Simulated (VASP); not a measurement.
Runs of VASP 6.6.1 on Al. The structure is that of space group Fm-3m (No. 225), or close to it. The cells are those of the table. 

| cell | gap on the mesh (eV) | pressure (GPa) |
| --- | --- | --- |
| a = 2.898, b = 2.898, c = 2.934 Å, angles 59.6, 59.6, 60.8°, 1 atom | none | -6.4 |
| a = 2.898, b = 2.898, c = 2.862 Å, angles 60.4, 60.4, 59.2°, 1 atom | none | -5.1 |
| a = 2.935, b = 2.935, c = 2.862 Å, angles 60.8, 60.8, 58.4°, 1 atom | none | -6.4 |
| a = 2.970, b = 2.970, c = 2.934 Å, angles 60.4, 60.4, 59.2°, 1 atom | none | (a) |
| a = 2.900, b = 2.900, c = 2.791 Å, angles 61.2, 61.2, 57.5°, 1 atom | none | -3.1 |
| a = 2.970, b = 2.970, c = 3.005 Å, angles 59.6, 59.6, 60.8°, 1 atom | none | -9.5 |
| a = 2.863, b = 2.863, c = 2.791 Å, angles 60.8, 60.8, 58.3°, 1 atom | none | (b) |

Alike in all rows: task single point; level LDA; potentials or basis VASP PAW LDA potentials, release 64 (Al); no spin polarisation; k mesh 20 × 20 × 20; cutoff (eV) 520; smearing gaussian 0.15 eV.

Q: Estimate the missing entries.

A: (a) -8.6; (b) -1.6.

Caveats: the cell stands under tension (at least some runs).

A gap of «none» marks levels without a gap at the run's occupations.
